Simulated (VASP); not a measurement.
A run of VASP 6.6.1 is set up as follows.

POSCAR

```
Mo
1.0
   -1.5517523036      1.5517523036      1.5517523036
    1.5517523036     -1.5517523036      1.5517523036
    1.5517523036      1.5517523036     -1.5517523036
Mo
1
Direct
    0.0000000000      0.0000000000      0.0000000000
```

Contents of INCAR.step1:

```
SYSTEM = Mo
ALGO     = Normal         ! electronic algorithm
EDIFF    = 1E-4           ! SCF threshold, eV
ENCUT    = 520            ! plane-wave cutoff, eV
GGA      = PE             ! functional
ISMEAR   = -1             ! smearing method
LASPH    = .True.         ! aspherical terms in the spheres
LCHARG   = .False.        ! write CHGCAR
LREAL    = .False.        ! projectors in reciprocal space
LWAVE    = .True.         ! write WAVECAR
NBANDS   = 13             ! bands
NELM     = 60             ! most SCF steps
PREC     = Accurate       ! precision mode
SIGMA    = 0.05           ! smearing width, eV
```

Contents of INCAR.step2:

```
SYSTEM = Mo
ALGO     = Normal         ! electronic algorithm
EDIFF    = 1E-8           ! SCF threshold, eV
ENCUT    = 520            ! plane-wave cutoff, eV
ISIF     = 2              ! what is computed and relaxed
ISMEAR   = -1             ! smearing method
ISTART   = 1            
LASPH    = .True.         ! aspherical terms in the spheres
LCHARG   = .False.        ! write CHGCAR
LEFG     = .True.       
LMIXTAU  = .True.       
LREAL    = .False.        ! projectors in reciprocal space
LWAVE    = .False.        ! write WAVECAR
METAGGA  = R2SCAN         ! meta-GGA
NBANDS   = 13             ! bands
NELM     = 60             ! most SCF steps
PREC     = Accurate       ! precision mode
SIGMA    = 0.05           ! smearing width, eV
```

The input KPOINTS:

```
k-points
0
Gamma
  15 15 15
  0 0 0
```

Potentials or basis: VASP PAW PBE potentials, release 64 (Mo_sv).

Run with:

```sh
$ cat potpaw_PBE.64/Mo_sv/POTCAR > POTCAR
$ cp INCAR.step1 INCAR
$ mpirun -np 1 vasp_std > vasp.out
$ cp INCAR.step2 INCAR
$ mpirun -np 1 vasp_std > vasp.out
```

Problem. Predict the band gap on the k mesh.

Solution. Zero (band 7 reaches 17.37 eV, above the bottom of band 8 at 11.77 eV).

Problem. What does it give for the pressure?

Solution. 15.3 GPa.

Caveat: without QUAD_EFG the Cq values of the log hold for a quadrupole moment of 1 mb, not for the nuclei; the PAW data sets were made with another functional, which shifts forces and pressure a little.
